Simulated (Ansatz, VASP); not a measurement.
# ZrO2 in VASP and in Ansatz

File INCAR:

```
SYSTEM = ZrO2
  PREC = Accurate
  ENCUT = 600
  EDIFF = 1E-6
  ISMEAR = 0
  SIGMA = 0.01
  LREAL = .FALSE.
  LASPH = .TRUE.
  NELM = 120
  ALGO = Normal
  ISIF = 2
  LWAVE = .FALSE.
  LCHARG = .FALSE.
  GGA = PE
  NBANDS = 19
  GGA_COMPAT = .FALSE.
```

KPOINTS

```
Automatic mesh
0
G
  6 6 6
  0 0 0
```

POSCAR

```
ZrO2
1.0
    3.5850310000      0.0000000000      0.0000000000
    1.7925155000      3.1047279194      0.0000000000
    1.7925155000      1.0349093065      2.9271655540
Zr O
1 2
Direct
    0.0000000000      0.0000000000      0.0000000000
    0.2500000000      0.2500000000      0.2500000000
    0.7500000000      0.7500000000      0.7500000000
```

Input for Ansatz:

```yaml
crystal:
  lattice:
    - [3.585031, 0.0, 0.0]
    - [1.7925155000000004, 3.1047279193547297, 0.0]
    - [1.7925155000000004, 1.0349093064515766, 2.927165554019906]
  atoms:
    - { symbol: Zr, position: [0.0, 0.0, 0.0] }
    - { symbol: O, position: [0.25, 0.25, 0.25] }
    - { symbol: O, position: [0.75, 0.75, 0.75] }
kpoints:
  mp_grid:
    grid: [6, 6, 6]
    shift: [0.0, 0.0, 0.0]
hamiltonian:
  xc: pbe
  pseudopotentials:
    kind: all_electron
    lapw: {}
scf:
  occupations:
    method: fixed
output:
  forces: true
  stress: true
  eigenvalues: true
```

Alike in both runs: task single point; functional PBE; k mesh 6 × 6 × 6; no spin polarisation.

|  | VASP | Ansatz |
| --- | --- | --- |
| version | VASP 6.6.1 | Ansatz 0.2.0 |
| potentials or method | VASP PAW PBE potentials, release 64 (Zr_sv, O), cutoff 600 eV | all-electron (LAPW or listed datasets) |
| occupations | gaussian, width 0.01 eV | fixed |

VASP gave:

| Item | Value |
| --- | --- |
| gap on the k mesh at the Fermi level (eV) | 3.39 |
| pressure (GPa) | 6.9 |

**Question.** What did Ansatz give for the same quantities?

**Answer.** gap on the k mesh at the Fermi level (eV): 3.39; pressure (GPa): 6.7.

Ansatz ran all-electron here, and VASP with PAW potentials.
